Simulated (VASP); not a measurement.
LiCl, 2 atoms in the cell. The structure is tetragonal, space group I4mm (No. 107). Conventional cell: a = 3.627 Å, b = 3.627 Å, c = 5.130 Å, α = 90.00°, β = 90.00°, γ = 90.00°. Within 3.3 Å of Cl (site symmetry 4mm) lie 6 Li at 2.46 to 2.66 Å. Within 3.3 Å of Li (site symmetry 4mm) lie 6 Cl at 2.46 to 2.66 Å. 

- Program: VASP 6.6.1
- Task: single point
- Functional: LDA
- Potentials or basis: VASP PAW LDA potentials, release 64 (Cl, Li_sv)
- Cutoff: 520 eV
- k mesh: 14 × 14 × 14
- Occupations: fermi-dirac, width 0.02 eV
- Spin: no spin polarisation
- Dipole correction: no
- Further INCAR settings: ALGO = Normal; EDIFF = 1e-06; NBANDS = 12

Potentials or basis: VASP PAW LDA potentials, release 64 (Cl, Li_sv).

Launch:

```console
$ cat potpaw_LDA.64/Cl/POTCAR potpaw_LDA.64/Li_sv/POTCAR > POTCAR
$ mpirun -np 1 vasp_std > vasp.out
```

Hardware: 1 thread of Intel(R) Xeon(R) 6975P-C (Granite Rapids), on a shared host.

Question: Estimate the wall time of this run.

Answer: Wall time 31 s on 1 thread of Intel(R) Xeon(R) 6975P-C (Granite Rapids), on a shared host, peak memory 0.2 GiB. Counts: scf iterations 11, k points 244.
